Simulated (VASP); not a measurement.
Here is a VASP 6.6.1 calculation.

The input INCAR:

```
SYSTEM = Nb
PREC = Accurate ; ENCUT = 600
EDIFF = 1E-6 ; ISMEAR = 0
SIGMA = 0.1 ; LREAL = .FALSE.
LASPH = .TRUE. ; NELM = 100
ALGO = Normal ; ISIF = 3
LWAVE = .FALSE. ; LCHARG = .FALSE.
GGA = PS ; IBRION = 2
NSW = 90 ; EDIFFG = -0.04
```

File KPOINTS:

```
regular mesh
0
G
  6 6 6
  0 0 0
```

Contents of POSCAR:

```
Nb
1.0
    1.5606794630      0.9010587081      7.5426659160
   -1.5606794630      0.9010587081      7.5426659160
    0.0000000000     -1.8021174162      7.5426659160
Nb
3
Direct
    0.0000000000      0.0000000000      0.0000000000
    0.2222200000      0.2222200000      0.2222200000
    0.7777800000      0.7777800000      0.7777800000
```

Potentials or basis: VASP PAW PBE potentials, release 64 (Nb_sv).

Launch:

```sh
$ cat potpaw_PBE.64/Nb_sv/POTCAR > POTCAR
$ mpirun -np 1 vasp_std > vasp.out
```

Problem. Predict the relaxed cell.

Solution. a = 8.002 Å, b = 8.002 Å, c = 8.002 Å, α = 20.23°, β = 20.23°, γ = 20.23°.

Problem. Predict the space group after relaxing (to 0.05 Å).

Solution. R-3m (No. 166).

Problem. Predict the relaxed volume.

Solution. 17.87 Å³/atom.

Forces on the atoms (eV/Å):
```
Nb   0.000  0.000  0.000
Nb   0.000  0.000  0.007
Nb   0.000  0.000 -0.007
```

Caveat: the k points lie up to 0.43 Å⁻¹ apart in the final cell; the volume moved by over 15 % at a fixed basis, so the end points are rough; the PAW data sets were made with another functional, which shifts forces and pressure a little.
